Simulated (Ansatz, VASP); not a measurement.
**PbO2 in VASP and in Ansatz**

```
Pb O
1.0
     4.95770    0.00000    0.00000
     0.00000    4.95770    0.00000
     0.00000    0.00000    3.38790
Pb O
2 4
Direct
  0.00000 0.00000 0.00000
  0.50000 0.50000 0.50000
  0.30667 0.30667 0.00000
  0.19333 0.80667 0.50000
  0.69333 0.69333 0.00000
  0.80667 0.19333 0.50000
```

Alike in both runs: task single point; functional PBE; k mesh 8 × 8 × 10; occupations gaussian, width 0.1 eV; no spin polarisation.

|  | VASP | Ansatz |
| --- | --- | --- |
| version | VASP 6.6.1 | Ansatz 0.2.0 |
| potentials or method | VASP PAW PBE potentials, release 64 (Pb_d, O), cutoff 600 eV | scalar-relativistic, plane waves, PAW |
| valence electrons in the cell | 52 | 52 |

|  | VASP | Ansatz | Ansatz less VASP |
| --- | --- | --- | --- |
| gap on the k mesh at the Fermi level (eV) | none | none | - |
| pressure (GPa) | 9.1 | 8.9 | -0.18 |
| traceless stress, the component that is largest in VASP (GPa) | 1.35 | 1.24 | -0.104 |
| rms of the force components (eV/Å) | 0.005 | 0.000 | -0.0043 |

Atom by atom the forces differ by 0.004 eV/Å (rms over components). A gap of «none» marks a metal or a gap that the smearing closes. With one functional, cell and mesh, what is left measures potentials, basis and numerics.

Neither program's run includes spin-orbit coupling.
